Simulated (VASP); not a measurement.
Input of a VASP 6.6.1 run:

Contents of INCAR:

```
SYSTEM = CaO
PREC = Accurate
ENCUT = 520
EDIFF = 1E-7
ISMEAR = 0
SIGMA = 0.01
LREAL = .False.
LASPH = .True.
NELM = 100
ALGO = Normal
ISIF = 2
LWAVE = .False.
LCHARG = .False.
GGA = PE
NBANDS = 24
```

Contents of KPOINTS:

```
Automatic mesh
0
Gamma
  9 9 4
  0 0 0
```

Contents of POSCAR:

```
CaO
1.0
    3.3789483524      0.0000000000      0.0000000000
   -1.6894741762      2.9262551113      0.0000000000
    0.0000000000      0.0000000000      5.9254133625
Ca O
2 2
Direct
    0.0000000000      0.0000000000      0.0000000000
    0.0000000000      0.0000000000      0.5000000000
    0.3333333333      0.6666666667      0.2500000000
    0.6666666667      0.3333333333      0.7500000000
```

Potentials or basis: VASP PAW PBE potentials, release 64 (Ca_sv, O).

The run is started by

```bash
$ cat potpaw_PBE.64/Ca_sv/POTCAR potpaw_PBE.64/O/POTCAR > POTCAR
$ mpirun -np 1 vasp_std > vasp.out
```

Q: Estimate the band gap on the k mesh.

A: 3.72 eV, direct.

Q: What does it give for the pressure?

A: -2.3 GPa.

Stress tensor (GPa, compression positive):
```
-2.29  0.00  0.00
 0.00 -2.29  0.00
 0.00  0.00 -2.43
```

 A k mesh can miss the band edges.
